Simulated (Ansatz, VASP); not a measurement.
Pd: VASP beside Ansatz

```xyz
2
Lattice="2.8685 0.0000 0.0000 -1.4342 2.4842 0.0000 0.0000 0.0000 4.7763" Properties=species:S:1:pos:R:3 pbc="T T T"
Pd    0.0000    1.6561    1.1941
Pd    1.4342    0.8281    3.5822
```

Alike in both runs: task single point; functional revPBE; k mesh 21 × 21 × 11; occupations fermi-dirac, width 0.1 eV; no spin polarisation.

```csv
,VASP,Ansatz
version,VASP 6.6.1,Ansatz 0.2.0
potentials or method,"VASP PAW PBE potentials, release 64 (Pd), cutoff 520 eV","plane waves (420 eV) with PAW, scalar-relativistic"
valence electrons in the cell,20,36
```

```csv
,VASP,Ansatz,Ansatz less VASP
pressure (GPa),-9.5,-9.3,+0.15
"traceless stress, the component that is largest in VASP (GPa)",-0.10,-0.07,+0.032
```

VASP's potentials were made for PBE, not for revPBE. The functional is the same, so the differences come from potentials, cutoffs and numerics. VASP's potentials hold 20 valence electrons a cell and Ansatz's 36, so a difference there can come from the potentials and not from the codes.
